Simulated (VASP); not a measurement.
A run of VASP 6.6.1 is set up as follows.

File POSCAR:

```
MoS
1.0
    0.0000000000      2.7339415185      2.7339415185
    2.7339415185      0.0000000000      2.7339415185
    2.7339415185      2.7339415185      0.0000000000
Mo S
1 1
Direct
    0.0000000000      0.0000000000      0.0000000000
    0.5000000000      0.5000000000      0.5000000000
```

Contents of INCAR.step1:

```
SYSTEM = MoS
  PREC = Accurate
  ENCUT = 520
  ISMEAR = 0
  SIGMA = 0.1
  LREAL = .False.
  LASPH = .True.
  NELM = 150
  ISPIN = 2
  MAGMOM = 2 0
  LMAXMIX = 4
  LDAU = .True.
  LDAUTYPE = 2
  LDAUL = 2 -1
  LDAUU = 4.38 0
  LDAUJ = 0 0
  NBANDS = 21
  GGA = PE
  ALGO = Normal
  EDIFF = 1E-4
  LWAVE = .True.
  LCHARG = .False.
```

The input INCAR.step2:

```
SYSTEM = MoS
  PREC = Accurate
  ENCUT = 520
  EDIFF = 1E-6
  ISMEAR = 0
  SIGMA = 0.1
  LREAL = .False.
  LASPH = .True.
  NELM = 150
  ALGO = Normal
  ISIF = 2
  LWAVE = .False.
  LCHARG = .False.
  ISPIN = 2
  MAGMOM = 2 0
  LORBIT = 11
  LMAXMIX = 4
  LDAU = .True.
  LDAUTYPE = 2
  LDAUL = 2 -1
  LDAUU = 4.38 0
  LDAUJ = 0 0
  LDAUPRINT = 1
  METAGGA = R2SCAN
  LMIXTAU = .True.
  NBANDS = 21
  ISTART = 1
```

Contents of KPOINTS:

```
regular mesh
0
Gamma
  14 14 14
  0 0 0
```

Potentials or basis: VASP PAW PBE potentials, release 64 (Mo_sv, S).

Launch:

```sh
$ cat potpaw_PBE.64/Mo_sv/POTCAR potpaw_PBE.64/S/POTCAR > POTCAR
$ cp INCAR.step1 INCAR
$ mpirun -np 1 vasp_std > vasp.out
$ cp INCAR.step2 INCAR
$ mpirun -np 1 vasp_std > vasp.out
```

(1) Estimate the pressure.

(2) Predict the site moments.

(3) Predict the net moment.

(4) Estimate the band gap on the k mesh.

## Answers

(1) -1.3 GPa.

(2) Mo +3.62; S -0.09 μB.

(3) 3.99 μB per cell.

(4) zero (filled and empty bands overlap).

Caveat: the PAW data sets were made with another functional, which shifts forces and pressure a little.
